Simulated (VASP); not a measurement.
# TiH (Fm-3m) in VASP: single point with LDA

Aim: the single point of TiH with LDA.

Everything below comes from runs of VASP 6.6.1. Logs are shortened: lines on timing, memory, paths and dates and some standing lists are left out, and cuts for length are marked.

## 1. The cell of the first run

Symmetry: Fm-3m, No. 225, cubic system. Conventional cell: a = 4.179 Å, b = 4.179 Å, c = 4.179 Å, α = 90.00°, β = 90.00°, γ = 90.00°. Within 2.8 Å of Ti (site symmetry m-3m) lie 6 H at 2.09 Å. Within 2.8 Å of H (site symmetry m-3m) lie 6 Ti at 2.09 Å.

## 2. Single point, LDA

File INCAR:

```
  PREC = Accurate
  ENCUT = 520
  EDIFF = 1E-6
  ISMEAR = -1
  SIGMA = 0.1
  LREAL = False
  LASPH = True
  NELM = 60
  ALGO = Normal
  ISIF = 2
  LWAVE = False
  LCHARG = False
  NBANDS = 14
```

File KPOINTS:

```
regular mesh
0
Gamma
  11 11 11
```

File POSCAR:

```
TiH
1.0
    0.0000000000      2.0896972200      2.0896972200
    2.0896972200      0.0000000000      2.0896972200
    2.0896972200      2.0896972200      0.0000000000
Ti H
1 1
Direct
    0.0000000000      0.0000000000      0.0000000000
    0.5000000000      0.5000000000      0.5000000000
```

Potentials or basis: VASP PAW LDA potentials, release 64 (Ti_sv, H).

Command:

```console
$ cat potpaw_LDA.64/Ti_sv/POTCAR potpaw_LDA.64/H/POTCAR > POTCAR
$ mpirun -np 1 vasp_std > vasp.out
```

OUTCAR:

```text
PREC = Accurate
   ENCUT = 520
   EDIFF = 1E-6
   ISMEAR = -1
   LREAL = False
   LASPH = True
   NELM = 60
   ISIF = 2

 ion  position               nearest neighbor table
   1  0.000  0.000  0.000-
   2  0.500  0.500  0.500-

  LATTYP: Found a face centered cubic cell.
 ALAT       =     4.1793944400

  Lattice vectors:

 A1 = (   0.0000000000,   2.0896972200,   2.0896972200)
 A2 = (   2.0896972200,   0.0000000000,   2.0896972200)
 A3 = (   2.0896972200,   2.0896972200,   0.0000000000)

Analysis of symmetry for initial positions (statically):
=====================================================================
 Subroutine PRICEL returns:
 Original cell was already a primitive cell.

 Routine SETGRP: Setting up the symmetry group for a
 face centered cubic supercell.

 Subroutine GETGRP returns: Found 48 space group operations
 (whereof 48 operations were pure point group operations)
 out of a pool of 48 trial point group operations.

The static configuration has the point symmetry O_h .

Analysis of symmetry for dynamics (positions and initial velocities):
=====================================================================
 Subroutine PRICEL returns:
 Original cell was already a primitive cell.

 Routine SETGRP: Setting up the symmetry group for a
 face centered cubic supercell.

 Subroutine GETGRP returns: Found 48 space group operations
 (whereof 48 operations were pure point group operations)
 out of a pool of 48 trial point group operations.

The dynamic configuration has the point symmetry O_h .

 Subroutine INISYM returns: Found 48 space group operations
 (whereof 48 operations are pure point group operations),
 and found     1 'primitive' translations

----------------------------------------------------------------------------------------

                                     Primitive cell

  volume of cell :      18.2507

  direct lattice vectors                    reciprocal lattice vectors
     0.000000000  2.089697220  2.089697220    -0.239269113  0.239269113  0.239269113
     2.089697220  0.000000000  2.089697220     0.239269113 -0.239269113  0.239269113
     2.089697220  2.089697220  0.000000000     0.239269113  0.239269113 -0.239269113

  length of vectors
     2.955278150  2.955278150  2.955278150     0.414426260  0.414426260  0.414426260

  position of ions in fractional coordinates (direct lattice)
     0.000000000  0.000000000  0.000000000
     0.500000000  0.500000000  0.500000000

  ion indices of the primitive-cell ions
   primitive index   ion index
                 1           1
                 2           2

----------------------------------------------------------------------------------------

 KPOINTS: regular mesh

Automatic generation of k-mesh.
 Grid dimensions read from file:
 generate k-points for:   11   11   11

 Generating k-lattice:

  Cartesian coordinates                     Fractional coordinates (reciprocal lattice)
    -0.021751738  0.021751738  0.021751738     0.090909091  0.000000000  0.000000000
     0.021751738 -0.021751738  0.021751738     0.000000000  0.090909091  0.000000000
     0.021751738  0.021751738 -0.021751738     0.000000000  0.000000000  0.090909091

  Length of vectors
     0.037675115  0.037675115  0.037675115

  Shift w.r.t. Gamma in fractional coordinates (k-lattice)
     0.000000000  0.000000000  0.000000000

 Subroutine IBZKPT returns following result:
 ===========================================

 Found     56 irreducible k-points:

 Following reciprocal coordinates:
            Coordinates               Weight
  0.000000  0.000000  0.000000      1.000000
  0.090909  0.000000  0.000000      8.000000
  0.181818  0.000000  0.000000      8.000000
  0.272727  0.000000  0.000000      8.000000
  0.363636  0.000000  0.000000      8.000000
  0.454545  0.000000  0.000000      8.000000
[... 16 lines left out ...]
 -0.272727  0.181818  0.000000     24.000000
 -0.181818  0.181818  0.000000     12.000000
 [... further k-points ...]
   k-points           NKPTS =     56   k-points in BZ     NKDIM =     56   number of bands    NBANDS=     14
   number of dos      NEDOS =    301   number of ions     NIONS =      2
   total plane-waves  NPLWV =  13824
   dimension x,y,z NGX =    24 NGY =   24 NGZ =   24
   dimension x,y,z NGXF=    48 NGYF=   48 NGZF=   48
   ions per type =               1   1
   NGX,Y,Z   is equivalent  to a cutoff of  13.50, 13.50, 13.50 a.u.
   NGXF,Y,Z  is equivalent  to a cutoff of  27.00, 27.00, 27.00 a.u.
 SYSTEM =  unknown system
   PREC   = accura    normal or accurate (medium, high low for compatibility)
   ISTART =      0    job   : 0-new  1-cont  2-samecut
   ICHARG =      2    charge: 1-file 2-atom 10-const
   ISPIN  =      1    spin polarized calculation?
   LNONCOLLINEAR =      F non collinear calculations
   LSORBIT =      F    spin-orbit coupling
   LASPH  =      T    aspherical Exc in radial PAW
   ENCUT  =  520.0 eV  38.22 Ry    6.18 a.u.   5.49  5.49  5.49*2*pi/ulx,y,z
   NELM   =     60;   NELMIN=  2; NELMDL= -5     # of ELM steps
   EDIFF  = 0.1E-05   stopping-criterion for ELM
   LREAL  =      F    real-space projection
   EDIFFG = 0.1E-04   stopping-criterion for IOM
   NSW    =      0    number of steps for IOM
   IBRION =     -1    ionic relax: 0-MD 1-quasi-New 2-CG
   NFREE  =      0    steps in history (QN), initial steepest desc. (CG)
   ISIF   =      2    stress and relaxation
   ISYM   =      2    0-nonsym 1-usesym 2-fastsym
   POTIM  = 0.5000    time-step for ionic-motion
   TEBEG  =    0.0;   TEEND  =   0.0 temperature during run
   PSTRESS=    0.0 pullay stress
   NELECT =      13.0000    total number of electrons
   NUPDOWN=      -1.0000    fix difference up-down
   EMIN   =  10.00;   EMAX   =-10.00  energy-range for DOS
   EFERMI =   0.00;   METHOD = LEGACY
   ISMEAR =    -1;   SIGMA  =   0.10  broadening in eV -4-tet -1-fermi 0-gaus
   EFERMI_NEDOS =   21; number of points for ismear=-14 and -15
   IALGO  =     38    algorithm
   IMIX   =      4    mixing-type and parameters
     AMIX     =   0.40;   BMIX     =  1.00
     AMIX_MAG =   1.60;   BMIX_MAG =  1.00
  volume/ion in A,a.u.               =       9.13        61.58
  Fermi-wavevector in a.u.,A,eV,Ry     =   1.462051  2.762876 29.083729  2.137594
  Thomas-Fermi vector in A             =   2.578310
   LORBIT       =      0    0 simple, 1 ext, 2 COOP (PROOUT), +10 PAW based schemes
   GGA     = CA    functional components
   LHFCALC =     F    Hartree Fock is set to
   AEXX    =    0.0000 exact exchange contribution
   IVDW    =     0    specifies the selected vdW correction
   LEPSILON=     F    determine dielectric tensor
   LRPA    =     F    only Hartree local field effects (RPA)
 non-spin polarized calculation
  energy-cutoff  :      520.00
  volume of cell :       18.25
 maximum number of plane-waves:       531
 NGX is ok and might be reduce to    24
   NGX = 11   NGY = 11   NGZ = 11

 number of electron      12.9999996 magnetization

 Free energy of the ion-electron system (eV)
  ---------------------------------------------------
  ext. energy  EPLUGINS =         0.00000000
  ---------------------------------------------------
  free energy    TOTEN  =       -12.89971386 eV

  energy without entropy =      -12.83411461  energy(sigma->0) =      -12.86691424

 E-fermi :   8.5602     XC(G=0): -12.1994

 val. band max:        8.5464767078   @ k =  -0.3636   0.3636   0.0000
 cond. band min:       8.5651786761   @ k =  -0.4545   0.1818   0.0909
 fundamental gap:      0.0187019682
 Fermi energy:         8.5602000972

 k-point     1 :       0.0000    0.0000    0.0000
  band No.  band energies     occupation
      1     -47.4646      2.00000
      2     -23.7751      2.00000
      3     -23.7751      2.00000
      4     -23.7751      2.00000
      5      -0.8320      2.00000
      6       9.2232      0.00264
      7       9.2232      0.00264
      8       9.2232      0.00264
      9      10.6661      0.00000
     10      10.6661      0.00000
     11      19.3229      0.00000
     12      23.2176      0.00000
     13      24.8269      0.00000
     14      24.8269      0.00000

 k-point     2 :       0.0909    0.0000    0.0000
  band No.  band energies     occupation
      1     -47.4557      2.00000
      2     -23.8283      2.00000
      3     -23.7813      2.00000
      4     -23.7813      2.00000
      5      -0.6005      2.00000
      6       9.0463      0.01536
      7       9.3096      0.00111
      8       9.3096      0.00111
      9      10.5888      0.00000
     10      10.5888      0.00000
     11      18.4008      0.00000
     12      23.3702      0.00000
     13      25.0787      0.00000
     14      25.0787      0.00000

 k-point     3 :       0.1818    0.0000    0.0000
  band No.  band energies     occupation
      1     -47.4318      2.00000
      2     -23.9693      2.00000
      3     -23.7979      2.00000
      4     -23.7979      2.00000
      5       0.0620      2.00000
      6       8.5424      1.08855
      7       9.4215      0.00036
      8       9.4215      0.00036
      9      10.5412      0.00000
     10      10.5412      0.00000
     11      16.8508      0.00000
     12      23.0855      0.00000
     13      25.7004      0.00000
     14      25.7004      0.00000

 k-point     4 :       0.2727    0.0000    0.0000
  band No.  band energies     occupation
      1     -47.4003      2.00000
      2     -24.1502      2.00000
      3     -23.8196      2.00000
      4     -23.8196      2.00000
      5       1.0659      2.00000
      6       7.7518      1.99938
      7       9.2675      0.00169
      8       9.2675      0.00169
      9      10.8682      0.00000
     10      10.8682      0.00000
     11      15.7250      0.00000
     12      21.5877      0.00000
     13      26.3549      0.00000
     14      26.3549      0.00000

 k-point     5 :       0.3636    0.0000    0.0000
  band No.  band energies     occupation
      1     -47.3712      2.00000
      2     -24.3131      2.00000
      3     -23.8394      2.00000
      4     -23.8394      2.00000
      5       2.2696      2.00000
      6       6.7271      2.00000
      7       8.9983      0.02472
      8       8.9983      0.02472
      9      11.3927      0.00000
     10      11.3927      0.00000
     11      15.3509      0.00000
[... 276 lines left out ...]
 k-point    22 :      -0.3636    0.1818    0.0000
  band No.  band energies     occupation
      1     -47.3437      2.00000
      2     -24.3220      2.00000
      3     -23.9890      2.00000
      4     -23.8669      2.00000
      5       3.0049      2.00000
      6       6.4777      2.00000
      7       8.4100      1.63566
      8       9.3542      0.00071
      9      11.3118      0.00000
     10      12.3303      0.00000
     11      15.6843      0.00000
     12      18.3832      0.00000
     13      22.7742      0.00000
     14      24.7267      0.00000

 k-point    23 :      -0.2727    0.1818    0.0000
  band No.  band energies     occupation
      1     -47.3631      2.00000
      2     -24.2376      2.00000
      3     -23.9705      2.00000
      4     -23.8389      2.00000
      5       2.2188      2.00000
      6       7.3302      1.99999
      7       8.2420      1.92034
      8       9.4781      0.00021
      9      10.6698      0.00000
     10      12.1122      0.00000
     11      15.8884      0.00000
     12      19.6038      0.00000
     13      23.0537      0.00000
     14      26.2783      0.00000

 k-point    24 :      -0.1818    0.1818    0.0000
  band No.  band energies     occupation
      1     -47.3898      2.00000
      2     -24.1326      2.00000
      3     -23.9167      2.00000
      4     -23.8130      2.00000
      5       1.3003      2.00000
      6       8.1027      1.97960
      7       8.4393      1.54011
      8       9.7133      0.00002
      9      10.1037      0.00000
     10      11.5962      0.00000
     11      16.1214      0.00000
     12      21.0683      0.00000
     13      24.2497      0.00000
     14      26.5814      0.00000

 [... further k-points ...]

------------------------ aborting loop because EDIFF is reached ----------------------------------------

  FORCE on cell =-STRESS in cart. coord.  units (eV):
  Direction    XX          YY          ZZ          XY          YZ          ZX
  --------------------------------------------------------------------------------------
  -------------------------------------------------------------------------------------
  Total       -0.8591608     -0.8591608     -0.8591608     -0.0000000      0.0000000      0.0000000
  in kB      -75.4232006    -75.4232006    -75.4232006     -0.0000000      0.0000000      0.0000000
  external PRESSURE =     -75.4232006 kB  Pullay stress =       0.0000000 kB

 VOLUME and BASIS-vectors are now :
 -----------------------------------------------------------------------------
  energy-cutoff  :      520.00
  volume of cell :       18.25
      direct lattice vectors                 reciprocal lattice vectors
     0.000000000  2.089697220  2.089697220    -0.239269113  0.239269113  0.239269113
     2.089697220  0.000000000  2.089697220     0.239269113 -0.239269113  0.239269113
     2.089697220  2.089697220  0.000000000     0.239269113  0.239269113 -0.239269113

 POSITION                                       TOTAL-FORCE (eV/Angst)
 -----------------------------------------------------------------------------------
      0.00000      0.00000      0.00000         0.000000      0.000000      0.000000
      2.08970      2.08970      2.08970         0.000000      0.000000     -0.000000
 -----------------------------------------------------------------------------------
    total drift:                                0.000000     -0.000000     -0.000000

  FREE ENERGIE OF THE ION-ELECTRON SYSTEM (eV)
  ---------------------------------------------------
  free  energy   TOTEN  =       -12.8997138589 eV

  energy  without entropy=      -12.8341146124  energy(sigma->0) =      -12.86691424
```

Run time: 15 s. Hardware: 1 thread of Intel Xeon 8259CL, shared host; peak memory 0.13 GiB.

What came out:

| Property | Result |
| --- | --- |
| Free energy | -12.8997 eV |
| Pressure | -7.5 GPa |
| Band gap on the k mesh | zero (an odd number of electrons rules out a gap without spin polarisation) |

Levels at points of the mesh, in eV from the Fermi level:
```tsv
k point	band 4	band 5	band 6	band 7	band 8	band 9
(0.00, 0.00, 0.00)	-32.34	-9.39	0.66	0.66	0.66	2.11
```

Caveat: the cell stands under tension.
